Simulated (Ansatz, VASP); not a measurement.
One calculation of AlB2P3, two programs

Contents of INCAR:

```
SYSTEM = AlB2P3
  PREC = Accurate
  ENCUT = 600
  EDIFF = 1E-6
  ISMEAR = 0
  SIGMA = 0.1
  LREAL = .False.
  LASPH = .True.
  NELM = 80
  ALGO = Normal
  ISIF = 3
  LWAVE = .False.
  LCHARG = .False.
  GGA = PE
  IBRION = 2
  NSW = 90
  EDIFFG = -0.04
```

Contents of KPOINTS:

```
regular mesh
0
Gamma
  8 8 8
  0 0 0
```

The input POSCAR:

```
AlB2P3
1.0
   -1.7513075000      1.7513075000      7.4301684400
    1.7513075000     -1.7513075000      7.4301684400
    1.7513075000      1.7513075000     -7.4301684400
Al B P
1 2 3
Direct
    0.0000000000      0.0000000000      0.0000000000
    0.6666666700      0.6666666700      0.0000000000
    0.3333333300      0.3333333300      0.0000000000
    0.4166666700      0.9166666700      0.5000000000
    0.0833333300      0.5833333300      0.5000000000
    0.7500000000      0.2500000000      0.5000000000
```

Input for Ansatz:

```yaml
crystal:
  lattice:
    - [-1.7513075, 1.7513075, 7.43016844]
    - [1.7513075, -1.7513075, 7.43016844]
    - [1.7513075, 1.7513075, -7.43016844]
  atoms:
    - { symbol: Al, position: [0.0, 0.0, 0.0] }
    - { symbol: B, position: [0.66666667, 0.66666667, 0.0] }
    - { symbol: B, position: [0.33333333, 0.33333333, 0.0] }
    - { symbol: P, position: [0.41666667, 0.91666667, 0.5] }
    - { symbol: P, position: [0.08333333, 0.58333333, 0.5] }
    - { symbol: P, position: [0.75, 0.25, 0.5] }
basis:
  ecutwfc: 420
kpoints:
  mp_grid: { grid: [8, 8, 8] }
hamiltonian:
  xc: pbe
scf:
  occupations: { method: gaussian, width: 0.1 }
  lower_state_search: "off"
output:
  forces: true
  stress: true
  eigenvalues: true
relax:
  adjacent_minimum: "off"
  f_tol: 0.04
  max_steps: 70
  cell: { stress_tol: 0.4 }
```

Alike in both runs: task relaxation of cell and atoms; functional PBE; k mesh 8 × 8 × 8; occupations gaussian, width 0.1 eV; no spin polarisation.

|  | VASP | Ansatz |
| --- | --- | --- |
| version | VASP 6.6.1 | Ansatz 0.2.0 |
| potentials or method | VASP PAW PBE potentials, release 64 (Al, B, P), cutoff 600 eV | scalar-relativistic, plane waves, PAW |
| valence electrons in the cell | 24 | 24 |

Ansatz gave:

| Quantity | Value |
| --- | --- |
| gap on the k mesh at the Fermi level, each at its own relaxed structure (eV) | 0.62 |
| relaxed volume (Å³/atom) | 14.49 |
| relaxed cell length with the largest relative difference (Å) | 7.913 |

Q: Estimate VASP's values.

A: gap on the k mesh at the Fermi level, each at its own relaxed structure (eV): 0.61; relaxed volume (Å³/atom): 14.47; relaxed cell length with the largest relative difference (Å): 7.905.
